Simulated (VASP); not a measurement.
A run of VASP 6.6.1 is set up as follows.

File POSCAR:

```
ZnS
1.0
   -3.8109987816      0.0000000000      0.0000000000
   -1.9054993908     -3.3004217586      0.0000000000
   -4.7635579270     -2.7502414515     12.4680000000
Zn S
4 4
Direct
   -0.2114365417     -0.2114365417      0.6537500000
    0.2052134583      0.2052134583      0.1537500000
   -0.0864282083     -0.0864282083      0.9037500000
    0.3302217917      0.3302217917      0.4037500000
   -0.3718467917     -0.3718467917      0.8462500000
    0.0448032083      0.0448032083      0.3462500000
    0.5864615417      0.5864615417      0.0962500000
    0.1698115417      0.1698115417      0.5962500000
```

The input INCAR.step1:

```
PREC     = Accurate       # precision mode
ENCUT    = 520            # plane-wave cutoff, eV
ISMEAR   = 0              # smearing method
SIGMA    = 0.05           # smearing width, eV
LREAL    = F              # projectors in reciprocal space
LASPH    = T              # aspherical terms in the spheres
NELM     = 80             # most SCF steps
NBANDS   = 46             # bands
GGA      = PE             # functional
ALGO     = Normal         # electronic algorithm
EDIFF    = 1E-4           # SCF threshold, eV
LWAVE    = T              # write WAVECAR
LCHARG   = F              # write CHGCAR
```

The input INCAR.step2:

```
PREC     = Accurate       # precision mode
ENCUT    = 520            # plane-wave cutoff, eV
EDIFF    = 1E-7           # SCF threshold, eV
ISMEAR   = 0              # smearing method
SIGMA    = 0.05           # smearing width, eV
LREAL    = F              # projectors in reciprocal space
LASPH    = T              # aspherical terms in the spheres
NELM     = 80             # most SCF steps
ALGO     = Normal         # electronic algorithm
ISIF     = 2              # what is computed and relaxed
LWAVE    = F              # write WAVECAR
LCHARG   = T              # write CHGCAR
METAGGA  = R2SCAN         # meta-GGA
LMIXTAU  = T            
LELF     = T              # ELF
LVHAR    = T            
NBANDS   = 46             # bands
ISTART   = 1
```

Contents of KPOINTS:

```
regular mesh
0
Gamma
  7 7 2
```

Potentials or basis: VASP PAW PBE potentials, release 64 (Zn, S).

Run with:

```console
$ cat potpaw_PBE.64/Zn/POTCAR potpaw_PBE.64/S/POTCAR > POTCAR
$ cp INCAR.step1 INCAR
$ mpirun -np 1 vasp_std > vasp.out
$ cp INCAR.step2 INCAR
$ mpirun -np 1 vasp_std > vasp.out
```

Problem. Predict the largest force.

Solution. 0.955 eV/Å.

Problem. Predict the band gap on the k mesh.

Solution. 2.35 eV.

Problem. Predict the pressure.

Solution. 0.0 GPa.

Stress tensor (GPa, compression positive):
```
 0.19  0.09 -2.18
 0.09  0.08 -1.26
-2.18 -1.26 -0.42
```

Caveat: the cell differs from its parent crystal (the part above a cut slid along it); the PAW data sets were made with another functional, which shifts forces and pressure a little.
